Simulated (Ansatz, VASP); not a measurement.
# C in VASP and in Ansatz

```
CELL_PARAMETERS angstrom
2.13141 -1.23537 0.00000
2.12323 1.22119 0.00000
-1.37907 0.00460 3.50283
ATOMIC_POSITIONS crystal
C 0.83336 0.83336 0.00009
C 0.16664 0.16664 0.99991
```

Alike in both runs: task single point; functional PBEsol; k mesh 16 × 16 × 10; occupations fermi-dirac, width 0.15 eV; no spin polarisation.

|  | VASP | Ansatz |
| --- | --- | --- |
| version | VASP 6.6.1 | Ansatz 0.2.0 |
| potentials or method | VASP PAW PBE potentials, release 64 (C), cutoff 520 eV | plane waves, PAW |
| valence electrons in the cell | 8 | 8 |

|  | VASP | Ansatz | Ansatz less VASP |
| --- | --- | --- | --- |
| pressure (GPa) | 1.6 | 0.9 | -0.64 |
| traceless stress, the component that is largest in VASP (GPa) | 2.95 | 2.94 | -0.010 |

VASP's potentials were made for PBE, not for PBEsol. With one functional, cell and mesh, what is left measures potentials, basis and numerics.
